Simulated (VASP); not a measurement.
Runs of VASP 6.6.1 on SrCl2. The structure is that of space group Fm-3m (No. 225), or close to it. The cells are those of the table. 

| cell | gap on the mesh (eV) | pressure (GPa) |
| --- | --- | --- |
| a = 4.776 Å, angles 60.0°, 3 atoms | (b) | 5.7 |
| a = 4.863 Å, angles 60.0°, 3 atoms | 5.48 | 2.9 |
| a = 5.106 Å, angles 60.0°, 3 atoms | (a) | -2.1 |
| a = 5.028 Å, angles 60.0°, 3 atoms | (c) | -0.9 |

Alike in all rows: task single point; level PBE; potentials or basis VASP PAW PBE potentials, release 64 (Sr_sv, Cl); no spin polarisation; k mesh 4 × 4 × 4; cutoff (eV) 500; smearing gaussian 0.01 eV.

**Question.** Fill in the values left out.

**Answer.** (a) 4.95; (b) 5.44; (c) 5.12.

Caveats: the cell stands under pressure (at least some runs).

A k mesh can miss the band edges, and the runs leave out spin-orbit coupling on Sr.
